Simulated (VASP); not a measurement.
# SnSe (P4/nmm) in VASP: a series of runs

Runs on SnSe. Level: PBE+D3(BJ). Tasks: single point.

Everything below comes from runs of VASP 6.6.1. Logs are shortened: lines on timing, memory, paths and dates and some standing lists are left out, and cuts for length are marked.

## 1. The cell of the first run

The structure is tetragonal, space group P4/nmm (No. 129). Conventional cell: a = 4.305 Å, b = 4.305 Å, c = 6.088 Å, α = 90.00°, β = 90.00°, γ = 90.00°. Within 4.0 Å of Sn (site symmetry 4mm) lie 6 Se at 3.02 to 3.06 Å. Within 4.0 Å of Se (site symmetry 4mm) lie 6 Sn at 3.02 to 3.06 Å.

## 2. Single point, PBE+D3(BJ) (28.21 Å³/atom)

INCAR

```
SYSTEM = SnSe
PREC = Accurate
ENCUT = 520
EDIFF = 1E-7
ISMEAR = 0
SIGMA = 0.02
LREAL = .FALSE.
LASPH = .TRUE.
NELM = 80
ALGO = Normal
ISIF = 2
LWAVE = .FALSE.
LCHARG = .FALSE.
GGA = PE
IVDW = 12
NBANDS = 28
```

KPOINTS

```
Automatic mesh
0
G
  6 6 6
  0 0 0
```

POSCAR

```
SnSe
1.0
    4.3049508591      0.0000000000      0.0000000000
    0.0000000000      4.3049508591      0.0000000000
    0.0000000000      0.0000000000      6.0878267903
Sn Se
2 2
Direct
    0.5000000000      0.0000000000      0.2521989628
    0.0000000000      0.5000000000      0.7478010372
    0.5000000000      0.0000000000      0.7490602430
    0.0000000000      0.5000000000      0.2509397570
```

Potentials or basis: VASP PAW PBE potentials, release 64 (Sn_d, Se).

On the command line:

```console
cat potpaw_PBE.64/Sn_d/POTCAR potpaw_PBE.64/Se/POTCAR > POTCAR
mpirun -np 1 vasp_std > vasp.out
```

OUTCAR:

```text
SYSTEM = SnSe
   PREC = Accurate
   ENCUT = 520
   EDIFF = 1E-7
   ISMEAR = 0
   LREAL = .FALSE.
   LASPH = .TRUE.
   NELM = 80
   ISIF = 2
   GGA = PE
   IVDW = 12
 IVDW          = 12

 ion  position               nearest neighbor table
   1  0.500  0.000  0.252-   3 3.02   4 3.04   4 3.04   4 3.04   4 3.04   3 3.06
   2  0.000  0.500  0.748-   4 3.02   3 3.04   3 3.04   3 3.04   3 3.04   4 3.06
   3  0.500  0.000  0.749-   1 3.02   2 3.04   2 3.04   2 3.04   2 3.04   1 3.06
   4  0.000  0.500  0.251-   2 3.02   1 3.04   1 3.04   1 3.04   1 3.04   2 3.06

  LATTYP: Found a simple tetragonal cell.
 ALAT       =     4.3049508591
 C/A-ratio  =     1.4141454780

  Lattice vectors:

 A1 = (   4.3049508591,   0.0000000000,   0.0000000000)
 A2 = (   0.0000000000,   4.3049508591,   0.0000000000)
 A3 = (   0.0000000000,   0.0000000000,   6.0878267903)

Analysis of symmetry for initial positions (statically):
=====================================================================
 Subroutine PRICEL returns:
 Original cell was already a primitive cell.

 Routine SETGRP: Setting up the symmetry group for a
 simple tetragonal supercell.

 Subroutine GETGRP returns: Found 16 space group operations
 (whereof  8 operations were pure point group operations)
 out of a pool of 16 trial point group operations.

The static configuration has the point symmetry D_2d.
 The point group associated with its full space group is D_4h.

Analysis of symmetry for dynamics (positions and initial velocities):
=====================================================================
 Subroutine PRICEL returns:
 Original cell was already a primitive cell.

 Routine SETGRP: Setting up the symmetry group for a
 simple tetragonal supercell.

 Subroutine GETGRP returns: Found 16 space group operations
 (whereof  8 operations were pure point group operations)
 out of a pool of 16 trial point group operations.

The dynamic configuration has the point symmetry D_2d.
 The point group associated with its full space group is D_4h.

 Subroutine INISYM returns: Found 16 space group operations
 (whereof  8 operations are pure point group operations),
 and found     1 'primitive' translations

----------------------------------------------------------------------------------------

                                     Primitive cell

  volume of cell :     112.8233

  direct lattice vectors                    reciprocal lattice vectors
     4.304950859  0.000000000  0.000000000     0.232290689  0.000000000  0.000000000
     0.000000000  4.304950859  0.000000000     0.000000000  0.232290689  0.000000000
     0.000000000  0.000000000  6.087826790     0.000000000  0.000000000  0.164262229

  length of vectors
     4.304950859  4.304950859  6.087826790     0.232290689  0.232290689  0.164262229

  position of ions in fractional coordinates (direct lattice)
     0.500000000  0.000000000  0.252198963
     0.000000000  0.500000000  0.747801037
     0.500000000  0.000000000  0.749060243
     0.000000000  0.500000000  0.250939757

  ion indices of the primitive-cell ions
   primitive index   ion index
                 1           1
                 2           2
                 3           3
                 4           4

----------------------------------------------------------------------------------------

 KPOINTS: Automatic mesh

Automatic generation of k-mesh.
 Grid dimensions read from file:
 generate k-points for:    6    6    6

 Generating k-lattice:

  Cartesian coordinates                     Fractional coordinates (reciprocal lattice)
     0.038715115  0.000000000  0.000000000     0.166666667  0.000000000  0.000000000
     0.000000000  0.038715115  0.000000000     0.000000000  0.166666667  0.000000000
     0.000000000  0.000000000  0.027377038     0.000000000  0.000000000  0.166666667

  Length of vectors
     0.038715115  0.038715115  0.027377038

  Shift w.r.t. Gamma in fractional coordinates (k-lattice)
     0.000000000  0.000000000  0.000000000

 Subroutine IBZKPT returns following result:
 ===========================================

 Found     40 irreducible k-points:

 Following reciprocal coordinates:
            Coordinates               Weight
  0.000000  0.000000  0.000000      1.000000
  0.166667  0.000000  0.000000      4.000000
  0.333333  0.000000  0.000000      4.000000
  0.500000  0.000000  0.000000      2.000000
  0.166667  0.166667  0.000000      4.000000
  0.333333  0.166667  0.000000      8.000000
[... 16 lines left out ...]
  0.333333  0.000000  0.333333      8.000000
  0.500000  0.000000  0.333333      4.000000
 [... further k-points ...]
   k-points           NKPTS =     40   k-points in BZ     NKDIM =     40   number of bands    NBANDS=     28
   number of dos      NEDOS =    301   number of ions     NIONS =      4
   total plane-waves  NPLWV =  49152
   dimension x,y,z NGX =    32 NGY =   32 NGZ =   48
   dimension x,y,z NGXF=    64 NGYF=   64 NGZF=   96
   ions per type =               2   2
   NGX,Y,Z   is equivalent  to a cutoff of  12.36, 12.36, 13.11 a.u.
   NGXF,Y,Z  is equivalent  to a cutoff of  24.72, 24.72, 26.22 a.u.
 SYSTEM =  SnSe
   PREC   = accura    normal or accurate (medium, high low for compatibility)
   ISTART =      0    job   : 0-new  1-cont  2-samecut
   ICHARG =      2    charge: 1-file 2-atom 10-const
   ISPIN  =      1    spin polarized calculation?
   LNONCOLLINEAR =      F non collinear calculations
   LSORBIT =      F    spin-orbit coupling
   LASPH  =      T    aspherical Exc in radial PAW
   ENCUT  =  520.0 eV  38.22 Ry    6.18 a.u.   8.00  8.00 11.32*2*pi/ulx,y,z
   NELM   =     80;   NELMIN=  2; NELMDL= -5     # of ELM steps
   EDIFF  = 0.1E-06   stopping-criterion for ELM
   LREAL  =      F    real-space projection
   EDIFFG = 0.1E-05   stopping-criterion for IOM
   NSW    =      0    number of steps for IOM
   IBRION =     -1    ionic relax: 0-MD 1-quasi-New 2-CG
   NFREE  =      0    steps in history (QN), initial steepest desc. (CG)
   ISIF   =      2    stress and relaxation
   ISYM   =      2    0-nonsym 1-usesym 2-fastsym
   POTIM  = 0.5000    time-step for ionic-motion
   TEBEG  =    0.0;   TEEND  =   0.0 temperature during run
   PSTRESS=    0.0 pullay stress
   NELECT =      40.0000    total number of electrons
   NUPDOWN=      -1.0000    fix difference up-down
   EMIN   =  10.00;   EMAX   =-10.00  energy-range for DOS
   EFERMI =   0.00;   METHOD = LEGACY
   ISMEAR =     0;   SIGMA  =   0.02  broadening in eV -4-tet -1-fermi 0-gaus
   EFERMI_NEDOS =   21; number of points for ismear=-14 and -15
   IALGO  =     38    algorithm
   IMIX   =      4    mixing-type and parameters
     AMIX     =   0.40;   BMIX     =  1.00
     AMIX_MAG =   1.60;   BMIX_MAG =  1.00
  volume/ion in A,a.u.               =      28.21       190.34
  Fermi-wavevector in a.u.,A,eV,Ry     =   1.158676  2.189580 18.266224  1.342530
  Thomas-Fermi vector in A             =   2.295276
   LORBIT       =      0    0 simple, 1 ext, 2 COOP (PROOUT), +10 PAW based schemes
   GGA     = PE    functional components
   LHFCALC =     F    Hartree Fock is set to
   AEXX    =    0.0000 exact exchange contribution
   IVDW    =    12    specifies the selected vdW correction
   LEPSILON=     F    determine dielectric tensor
   LRPA    =     F    only Hartree local field effects (RPA)
 non-spin polarized calculation
 Gauss-broadening in eV      SIGMA  =   0.02
  energy-cutoff  :      520.00
  volume of cell :      112.82
 maximum number of plane-waves:      3080
   NGX = 17   NGY = 17   NGZ = 23

 number of electron      40.0000018 magnetization

 Free energy of the ion-electron system (eV)
  ---------------------------------------------------
  ext. energy  EPLUGINS =         0.00000000
  ---------------------------------------------------
  free energy    TOTEN  =       -16.44173670 eV

  energy without entropy =      -16.44173670  energy(sigma->0) =      -16.44173670

 E-fermi :   5.3784     XC(G=0):  -9.4469

 val. band max:        5.2377928726   @ k =   0.5000   0.0000   0.5000
 cond. band min:       5.6146156520   @ k =   0.5000   0.0000   0.3333
 fundamental gap:      0.3768227794
 Fermi energy:         5.3783869861

 k-point     1 :       0.0000    0.0000    0.0000
  band No.  band energies     occupation
      1     -16.4164      2.00000
      2     -16.4012      2.00000
      3     -16.3963      2.00000
      4     -16.3963      2.00000
      5     -16.3957      2.00000
      6     -16.3930      2.00000
[... 20 lines left out ...]
     27      10.9751      0.00000
     28      11.1273      0.00000

 k-point     2 :       0.1667    0.0000    0.0000
  band No.  band energies     occupation
      1     -16.4134      2.00000
      2     -16.3986      2.00000
      3     -16.3961      2.00000
      4     -16.3952      2.00000
      5     -16.3949      2.00000
      6     -16.3936      2.00000
[... 20 lines left out ...]
     27      10.7003      0.00000
     28      11.0616      0.00000

 k-point     3 :       0.3333    0.0000    0.0000
  band No.  band energies     occupation
      1     -16.4071      2.00000
      2     -16.3969      2.00000
      3     -16.3957      2.00000
      4     -16.3950      2.00000
      5     -16.3927      2.00000
      6     -16.3921      2.00000
[... 20 lines left out ...]
     27      11.5507      0.00000
     28      11.5662      0.00000

 k-point     4 :       0.5000    0.0000    0.0000
  band No.  band energies     occupation
      1     -16.4012      2.00000
      2     -16.4012      2.00000
      3     -16.3957      2.00000
      4     -16.3957      2.00000
      5     -16.3921      2.00000
      6     -16.3921      2.00000
[... 20 lines left out ...]
     27      12.6249      0.00000
     28      12.6249      0.00000

 k-point     5 :       0.1667    0.1667    0.0000
  band No.  band energies     occupation
      1     -16.4111      2.00000
      2     -16.3977      2.00000
      3     -16.3969      2.00000
      4     -16.3962      2.00000
      5     -16.3927      2.00000
      6     -16.3920      2.00000
[... 20 lines left out ...]
     27      10.4525      0.00000
     28      11.1772      0.00000

 k-point     6 :       0.3333    0.1667    0.0000
  band No.  band energies     occupation
      1     -16.4075      2.00000
      2     -16.4016      2.00000
      3     -16.3980      2.00000
      4     -16.3929      2.00000
      5     -16.3921      2.00000
      6     -16.3915      2.00000
[... 463 lines left out ...]
      5     -16.3927      2.00000
      6     -16.3927      2.00000
[... 20 lines left out ...]
     27       9.9072      0.00000
     28       9.9157      0.00000

 k-point    22 :       0.1667    0.0000    0.3333
  band No.  band energies     occupation
      1     -16.4070      2.00000
      2     -16.3976      2.00000
      3     -16.3975      2.00000
      4     -16.3954      2.00000
      5     -16.3951      2.00000
      6     -16.3916      2.00000
[... 20 lines left out ...]
     27      10.0316      0.00000
     28      10.7574      0.00000

 k-point    23 :       0.3333    0.0000    0.3333
  band No.  band energies     occupation
      1     -16.4034      2.00000
      2     -16.3987      2.00000
      3     -16.3983      2.00000
      4     -16.3962      2.00000
      5     -16.3944      2.00000
      6     -16.3930      2.00000
[... 20 lines left out ...]
     27      11.7422      0.00000
     28      11.9596      0.00000

 k-point    24 :       0.5000    0.0000    0.3333
  band No.  band energies     occupation
      1     -16.4005      2.00000
      2     -16.4005      2.00000
      3     -16.3991      2.00000
      4     -16.3991      2.00000
      5     -16.3935      2.00000
      6     -16.3935      2.00000
[... 20 lines left out ...]
     27      12.8836      0.00000
     28      12.8836      0.00000

 [... further k-points ...]

------------------------ aborting loop because EDIFF is reached ----------------------------------------

 Edisp (eV)   -1.36518

 E8    (eV) :    -0.6155

  FORCE on cell =-STRESS in cart. coord.  units (eV):
  Direction    XX          YY          ZZ          XY          YZ          ZX
  --------------------------------------------------------------------------------------
  -------------------------------------------------------------------------------------
  Total      -1.92415    -1.92415    -1.90300     0.00000    -0.00000     0.00000
  in kB     -27.32436   -27.32436   -27.02403     0.00000    -0.00000     0.00000
  external pressure =      -27.22 kB  Pullay stress =        0.00 kB

 VOLUME and BASIS-vectors are now :
 -----------------------------------------------------------------------------
  energy-cutoff  :      520.00
  volume of cell :      112.82
      direct lattice vectors                 reciprocal lattice vectors
     4.304950859  0.000000000  0.000000000     0.232290689  0.000000000  0.000000000
     0.000000000  4.304950859  0.000000000     0.000000000  0.232290689  0.000000000
     0.000000000  0.000000000  6.087826790     0.000000000  0.000000000  0.164262229

 POSITION                                       TOTAL-FORCE (eV/Angst)
 -----------------------------------------------------------------------------------
      2.15248      0.00000      1.53534         0.000000      0.000000     -0.004441
      0.00000      2.15248      4.55248         0.000000      0.000000      0.004441
      2.15248      0.00000      4.56015        -0.000000      0.000000     -0.008554
      0.00000      2.15248      1.52768         0.000000     -0.000000      0.008554
 -----------------------------------------------------------------------------------
    total drift:                                0.000000      0.000000      0.000000

  FREE ENERGIE OF THE ION-ELECTRON SYSTEM (eV)
  ---------------------------------------------------
  free  energy   TOTEN  =       -17.8069216612 eV

  energy  without entropy=      -17.8069216612  energy(sigma->0) =      -17.80692166
```

It took 53 s on 1 thread of AMD EPYC 9R45 (Zen 5), shared host; peak memory 0.24 GiB.

What came out:

```yaml
Free_energy: -17.8069 eV
Pressure: -2.7 GPa
Largest_force: 0.009 eV/Å
Band_gap_on_the_k_mesh: 0.38 eV
Dispersion_energy_per_atom: -0.341 eV
```

Forces on the atoms (eV/Å):
```
Sn   0.000  0.000 -0.004
Sn   0.000  0.000  0.004
Se   0.000  0.000 -0.009
Se   0.000  0.000  0.009
```

Caveat: semilocal functionals underestimate gaps, and a narrow one can read as zero; spin-orbit coupling is left out, which moves the levels of the heavy elements.

(Part 1 of 2 ends here.)
